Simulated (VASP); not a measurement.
Write the native input for VASP 6.6.1 that does the following.

```
Task                   : single point
Functional             : PBEsol
Dispersion             : D4
Potentials or basis    : VASP PAW PBE potentials, release 64 (Cu)
Cutoff                 : 520 eV
k mesh                 : 3 × 13 × 2
Occupations            : gaussian, width 0.15 eV
Spin                   : no spin polarisation
Dipole correction      : no
Further INCAR settings : ALGO = Normal; EDIFF = 1e-06; NBANDS = 12
```

The structure of Cu lies in POSCAR:

```
Cu
1.0
   11.7225116447      0.0000000000      0.0000000000
    0.0000000000      2.2676655355      0.0000000000
   -4.6560996720      0.0000000000     22.0295180231
Cu
1
Direct
    0.5000000000      0.5000000000      0.5000000000
```

One way to write it, as run:

INCAR

```
PREC     = Accurate       # precision mode
ENCUT    = 520            # plane-wave cutoff, eV
EDIFF    = 1E-6           # SCF threshold, eV
ISMEAR   = 0              # smearing method
SIGMA    = 0.15           # smearing width, eV
LREAL    = False          # projectors in reciprocal space
LASPH    = True           # aspherical terms in the spheres
NELM     = 100            # most SCF steps
ALGO     = Normal         # electronic algorithm
ISIF     = 2              # what is computed and relaxed
LWAVE    = False          # write WAVECAR
LCHARG   = False          # write CHGCAR
GGA      = PS             # functional
IVDW     = 13             # dispersion correction
NBANDS   = 12             # bands
```

KPOINTS

```
regular mesh
0
Gamma
  3 13 2
```

Potentials or basis: VASP PAW PBE potentials, release 64 (Cu).

The run is started by

```console
$ cat potpaw_PBE.64/Cu/POTCAR > POTCAR
$ mpirun -np 1 vasp_std > vasp.out
```

Results of the run:

| Item | Value |
| --- | --- |
| Pressure | 0.0 GPa |
| Dispersion energy per atom | -0.018 eV |

Caveat: the PAW data sets were made with another functional, which shifts forces and pressure a little; pairwise dispersion overbinds metals, which lowers pressure and volume.

It took 2.8 min on 1 thread of Intel(R) Xeon(R) 6975P-C (Granite Rapids) (shared host), peak memory 0.66 GiB.
